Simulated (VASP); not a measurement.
Write the native input for VASP 6.6.1 that does the following.

| Quantity | Value |
| --- | --- |
| Task | single point |
| Functional | PBE |
| Potentials or basis | VASP PAW PBE potentials, release 64 (Zn, S) |
| Cutoff | 520 eV |
| k mesh | 8 × 8 × 8 |
| Occupations | gaussian, width 0.02 eV |
| Spin | no spin polarisation |
| Dipole correction | no |
| Further INCAR settings | ALGO = Normal; EDIFF = 1e-07; NBANDS = 16 |

The structure of ZnS lies in POSCAR:

```
ZnS
1.0
    0.0000000000      2.7211787029      2.7211787029
    2.7211787029      0.0000000000      2.7211787029
    2.7211787029      2.7211787029      0.0000000000
Zn S
1 1
Direct
    0.0000000000      0.0000000000      0.0000000000
    0.2500000000      0.2500000000      0.2500000000
```

One way to write it, as run:

INCAR

```
ALGO     = Normal         # electronic algorithm
EDIFF    = 1E-7           # SCF threshold, eV
ENCUT    = 520            # plane-wave cutoff, eV
GGA      = PE             # functional
ISIF     = 2              # what is computed and relaxed
ISMEAR   = 0              # smearing method
LASPH    = True           # aspherical terms in the spheres
LCHARG   = False          # write CHGCAR
LREAL    = False          # projectors in reciprocal space
LWAVE    = False          # write WAVECAR
NBANDS   = 16             # bands
NELM     = 60             # most SCF steps
PREC     = Accurate       # precision mode
SIGMA    = 0.02           # smearing width, eV
```

KPOINTS

```
k-points
0
Gamma
  8 8 8
```

Potentials or basis: VASP PAW PBE potentials, release 64 (Zn, S).

Run with:

```bash
$ cat potpaw_PBE.64/Zn/POTCAR potpaw_PBE.64/S/POTCAR > POTCAR
$ mpirun -np 1 vasp_std > vasp.out
```

Results of the run:

```yaml
Pressure: 0.2 GPa
Band_gap_on_the_k_mesh: 2.02 eV, direct
```

Wall time 45 s on 1 thread of Intel Xeon 8259CL (shared host), peak memory 0.17 GiB.
